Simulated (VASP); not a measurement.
# BP (F-43m) in VASP: notebook, part 2 of 2

VASP 6.6.1.

## 3. Relaxation of cell and atoms, r2SCAN

This run uses another cell than the first one, of 11.64 Å³/atom, 0.997 times its volume.

Input file POSCAR:

```
BP
1.0
    0.0000000000      2.2660720000      2.2660720000
    2.2660720000      0.0000000000      2.2660720000
    2.2660720000      2.2660720000      0.0000000000
B P
1 1
Direct
    0.0000000000      0.0000000000      0.0000000000
    0.2500000000      0.2500000000      0.2500000000
```

Input file INCAR.step1:

```
SYSTEM = BP
  PREC = Accurate
  ENCUT = 550
  ISMEAR = 0
  SIGMA = 0.02
  LREAL = .FALSE.
  LASPH = .TRUE.
  NELM = 120
  GGA = PE
  ALGO = Normal
  EDIFF = 1E-5
  LWAVE = .TRUE.
  LCHARG = .FALSE.
  GGA_COMPAT = .FALSE.
  IBRION = 2
  ISIF = 3
  EDIFFG = -0.005
  NELMIN = 4
  NSW = 100
```

Input file INCAR.step2:

```
SYSTEM = BP
  PREC = Accurate
  ENCUT = 550
  EDIFF = 1E-7
  ISMEAR = 0
  SIGMA = 0.02
  LREAL = .FALSE.
  LASPH = .TRUE.
  NELM = 120
  ALGO = Normal
  ISIF = 3
  LWAVE = .FALSE.
  LCHARG = .FALSE.
  METAGGA = R2SCAN
  LMIXTAU = .TRUE.
  IBRION = 2
  NSW = 70
  EDIFFG = -0.02
  ISTART = 1
  GGA_COMPAT = .FALSE.
  NELMIN = 4
```

Input file KPOINTS:

```
regular mesh
0
G
  10 10 10
  0 0 0
```

Potentials or basis: VASP PAW PBE potentials, release 64 (B, P).

Run with:

```bash
$ cat potpaw_PBE.64/B/POTCAR potpaw_PBE.64/P/POTCAR > POTCAR
$ cp INCAR.step1 INCAR
$ mpirun -np 1 vasp_std > vasp.out
$ cp INCAR.step2 INCAR
$ mpirun -np 1 vasp_std > vasp.out
```

OUTCAR:

```text
SYSTEM = BP
   PREC = Accurate
   ENCUT = 550
   EDIFF = 1E-7
   ISMEAR = 0
   LREAL = .FALSE.
   LASPH = .TRUE.
   NELM = 120
   ISIF = 3
   METAGGA = R2SCAN
   IBRION = 2
   NSW = 70
   EDIFFG = -0.02
   ISTART = 1
   NELMIN = 4

 ion  position               nearest neighbor table
   1  0.000  0.000  0.000-   2 1.96   2 1.96   2 1.96   2 1.96
   2  0.250  0.250  0.250-   1 1.96   1 1.96   1 1.96   1 1.96

  LATTYP: Found a face centered cubic cell.
 ALAT       =     4.5321440000

  Lattice vectors:

 A1 = (   0.0000000000,   2.2660720000,   2.2660720000)
 A2 = (   2.2660720000,   0.0000000000,   2.2660720000)
 A3 = (   2.2660720000,   2.2660720000,   0.0000000000)

Analysis of symmetry for initial positions (statically):
=====================================================================
 Subroutine PRICEL returns:
 Original cell was already a primitive cell.

 Routine SETGRP: Setting up the symmetry group for a
 face centered cubic supercell.

 Subroutine GETGRP returns: Found 24 space group operations
[... 163 lines left out ...]
  free energy    TOTEN  =       -17.31239402 eV

  energy without entropy =      -17.31239402  energy(sigma->0) =      -17.31239402

 E-fermi :   7.5662     XC(G=0): -11.5189

 val. band max:        7.4345474408   @ k =   0.0000   0.0000   0.0000
 cond. band min:       8.8767354624   @ k =   0.4000   0.4000   0.0000
 fundamental gap:      1.4421880216
 Fermi energy:         7.5662109110

 k-point     1 :       0.0000    0.0000    0.0000
  band No.  band energies     occupation
      1      -8.8605      2.00000
      2       7.4345      2.00000
      3       7.4345      2.00000
      4       7.4345      2.00000
      5      11.0817      0.00000
      6      11.0817      0.00000
      7      11.0818      0.00000
      8      15.5086      0.00000
[... 243 lines left out ...]
 k-point    24 :       0.4000    0.3000    0.0000
  band No.  band energies     occupation
      1      -5.7537      2.00000
      2       0.9036      2.00000
      3       3.1629      2.00000
      4       3.7099      2.00000
      5       9.4738      0.00000
      6      11.3837      0.00000
      7      17.6119      0.00000
      8      17.6234      0.00000

 [... further k-points ...]
[... 5 lines left out ...]
  --------------------------------------------------------------------------------------
  -------------------------------------------------------------------------------------
  Total       -0.0116263     -0.0116263     -0.0116263      0.0000000      0.0000000      0.0000000
  in kB       -0.8003855     -0.8003855     -0.8003855      0.0000000      0.0000000      0.0000000
  external PRESSURE =      -0.8003855 kB  Pullay stress =       0.0000000 kB

 VOLUME and BASIS-vectors are now :
 -----------------------------------------------------------------------------
  energy-cutoff  :      550.00
  volume of cell :       23.27
      direct lattice vectors                 reciprocal lattice vectors
     0.000000000  2.266072000  2.266072000    -0.220646122  0.220646122  0.220646122
     2.266072000  0.000000000  2.266072000     0.220646122 -0.220646122  0.220646122
     2.266072000  2.266072000  0.000000000     0.220646122  0.220646122 -0.220646122

 POSITION                                       TOTAL-FORCE (eV/Angst)
 -----------------------------------------------------------------------------------
      0.00000      0.00000      0.00000         0.000000      0.000000      0.000000
      1.13304      1.13304      1.13304        -0.000000     -0.000000     -0.000000
 -----------------------------------------------------------------------------------
    total drift:                               -0.000000     -0.000000     -0.000000

  FREE ENERGIE OF THE ION-ELECTRON SYSTEM (eV)
  ---------------------------------------------------
  free  energy   TOTEN  =       -17.3123940161 eV

  energy  without entropy=      -17.3123940161  energy(sigma->0) =      -17.31239402

 reached required accuracy - stopping structural energy minimisation
```

OSZICAR.step1:

```text
N       E                     dE             d eps       ncg     rms          rms(c)
DAV:   1     0.913134992049E+01    0.91313E+01   -0.42223E+03   752   0.940E+02
DAV:   2    -0.134022045476E+02   -0.22534E+02   -0.21861E+02  1200   0.109E+02
DAV:   3    -0.136456365108E+02   -0.24343E+00   -0.24343E+00   864   0.147E+01
[... 17 lines left out ...]
       N       E                     dE             d eps       ncg     rms          rms(c)
DAV:   1    -0.129317873895E+02   -0.93143E-03   -0.13310E-02   848   0.915E-01    0.145E-01
DAV:   2    -0.129314758153E+02    0.31157E-03   -0.66610E-04   984   0.163E-01    0.766E-02
DAV:   3    -0.129313944141E+02    0.81401E-04   -0.17467E-04   848   0.763E-02    0.199E-02
DAV:   4    -0.129313894144E+02    0.49997E-05   -0.71491E-06   416   0.202E-02
   3 F= -.12931389E+02 E0= -.12931389E+02  d E =-.103065E-02
```

Run time: 59 s. Hardware: 1 thread of AMD EPYC 7R13 (Zen 3), shared host; peak memory 0.12 GiB.

Results:

```yaml
Free_energy: -17.3124 eV
Pressure_after_relaxing: -0.1 GPa
Band_gap_on_the_k_mesh: 1.44 eV, indirect (least direct gap 3.65 eV)
```

Final structure:
```xyz
2
Lattice="0.0000 2.2661 2.2661 2.2661 0.0000 2.2661 2.2661 2.2661 0.0000" Properties=species:S:1:pos:R:3 pbc="T T T"
B     0.0000    0.0000    0.0000
P     1.1330    1.1330    1.1330
```

Caveat: the relaxation stopped at its first step, so nothing moved; the PAW data sets were made with another functional, which shifts forces and pressure a little.
